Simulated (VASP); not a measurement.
A run of VASP 6.6.1:

The input INCAR:

```
PREC = Accurate ; ENCUT = 520
EDIFF = 1E-6 ; ISMEAR = 0
SIGMA = 0.15 ; LREAL = False
LASPH = True ; NELM = 80
ALGO = Normal ; ISIF = 2
LWAVE = False ; LCHARG = True
GGA = PS ; LELF = True
LVHAR = True ; NBANDS = 36
```

KPOINTS

```
Automatic mesh
0
Gamma
  14 14 14
```

The input POSCAR:

```
TiO
1.0
    4.1471877058      0.0000000000      0.0000000000
    0.0000000000      4.1471877058      0.0000000000
    0.0000000000      0.0000000000      3.8154126893
Ti O
3 3
Direct
    0.5000000000      0.5000000000      0.0000000000
    0.0000000000      0.5000000000      0.5000000000
    0.5000000000      0.0000000000      0.5000000000
    0.0000000000      0.5000000000      0.0000000000
    0.5000000000      0.0000000000      0.0000000000
    0.0000000000      0.0000000000      0.5000000000
```

Potentials or basis: VASP PAW PBE potentials, release 64 (Ti_sv, O).

Run with:

```console
$ cat potpaw_PBE.64/Ti_sv/POTCAR potpaw_PBE.64/O/POTCAR > POTCAR
$ mpirun -np 1 vasp_std > vasp.out
```

Hardware: 1 thread of Oxide Virtual Turin-like Processor, with other jobs on the host.

**Question.** How long does it take, and how much memory?

**Answer.** Run time: 13 min on 1 thread of Oxide Virtual Turin-like Processor, on a shared host, peak memory 0.53 GiB. Counts: scf iterations 15, k points 288.
